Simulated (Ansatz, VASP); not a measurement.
One calculation of TaAs, two programs

INCAR

```
PREC = Accurate
ENCUT = 520
EDIFF = 1E-6
ISMEAR = -1
SIGMA = 0.05
LREAL = False
LASPH = True
NELM = 60
ALGO = Normal
ISIF = 2
LWAVE = False
LCHARG = False
GGA = PE
NBANDS = 24
```

The input KPOINTS:

```
regular mesh
0
Gamma
  11 11 11
```

Contents of POSCAR:

```
TaAs
1.0
   -1.7102572196      1.7102572196      5.8285581915
    1.7102572196     -1.7102572196      5.8285581915
    1.7102572196      1.7102572196     -5.8285581915
Ta As
2 2
Direct
    0.4999673000      0.4999673000      0.0000000000
    0.2499673000      0.7499673000      0.5000000000
    0.0826321200      0.0826321200      0.0000000000
    0.8326321200      0.3326321200      0.5000000000
```

input.yaml

```yaml
crystal:
  lattice:
    - [-1.7102572196, 1.7102572196, 5.8285581915]
    - [1.7102572196, -1.7102572196, 5.8285581915]
    - [1.7102572196, 1.7102572196, -5.8285581915]
  atoms:
    - { symbol: Ta, position: [0.4999673, 0.4999673, 0.0] }
    - { symbol: Ta, position: [0.2499673, 0.7499673, 0.5] }
    - { symbol: As, position: [0.08263212, 0.08263212, 0.0] }
    - { symbol: As, position: [0.83263212, 0.33263212, 0.5] }
kpoints:
  mp_grid: { grid: [11, 11, 11] }
scf:
  occupations: { method: fermi_dirac, width: 0.05 }
hamiltonian:
  xc: pbe
  pseudopotentials: { kind: all_electron, lapw: { basis_error: 0.001 } }
output:
  forces: true
  stress: true
  eigenvalues: true
```

Change from the starting cell: volume scaled by 0.98.

Alike in both runs: task single point; functional PBE; k mesh 11 × 11 × 11; occupations fermi-dirac, width 0.05 eV; no spin polarisation.

```csv
,VASP,Ansatz
version,VASP 6.6.1,Ansatz 0.2.0
potentials or method,"VASP PAW PBE potentials, release 64 (Ta_pv, As), cutoff 520 eV","all-electron LAPW, scalar-relativistic"
```

VASP gave:

```
gap on the k mesh at the Fermi level (eV)                     : none
pressure (GPa)                                                : 6.6
traceless stress, the component that is largest in VASP (GPa) : -1.14
rms of the force components (eV/Å)                            : 0.022
```

**Question.** Estimate Ansatz's values.

**Answer.** gap on the k mesh at the Fermi level (eV): none; pressure (GPa): 6.1; traceless stress, the component that is largest in VASP (GPa): -1.08; rms of the force components (eV/Å): 0.020.

Atom by atom the forces differ by 0.001 eV/Å (rms over components). A gap of «none» marks a metal or a gap that the smearing closes. Ansatz ran all-electron here, and VASP with PAW potentials.

Neither program's run includes spin-orbit coupling.
